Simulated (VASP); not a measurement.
A run of VASP 6.6.1 is set up as follows.

INCAR

```
ALGO = Normal
EDIFF = 1E-6
ENCUT = 520
GGA = PE
ISIF = 2
ISMEAR = -1
LASPH = T
LCHARG = F
LREAL = F
LWAVE = F
NBANDS = 17
NELM = 80
PREC = Accurate
SIGMA = 0.05
```

Contents of KPOINTS:

```
k-points
0
Gamma
  13 13 7
```

File POSCAR:

```
Hf
1.0
    3.2073188631      0.0000000000      0.0000000000
   -1.6036594315      2.7776196135      0.0000000000
    0.0000000000      0.0000000000      5.0746034457
Hf
2
Direct
    0.3333333333      0.6666666667      0.2500000000
    0.6666666667      0.3333333333      0.7500000000
```

Potentials or basis: VASP PAW PBE potentials, release 64 (Hf_pv).

The run is started by

```sh
$ cat potpaw_PBE.64/Hf_pv/POTCAR > POTCAR
$ mpirun -np 1 vasp_std > vasp.out
```

(1) Estimate the pressure.

(2) Estimate the band gap on the k mesh.

Results:

(1) -0.7 GPa.

(2) zero (band 10 reaches 6.03 eV, above the bottom of band 11 at 4.44 eV).

Caveat: spin-orbit coupling is left out, which moves the levels of the heavy elements.
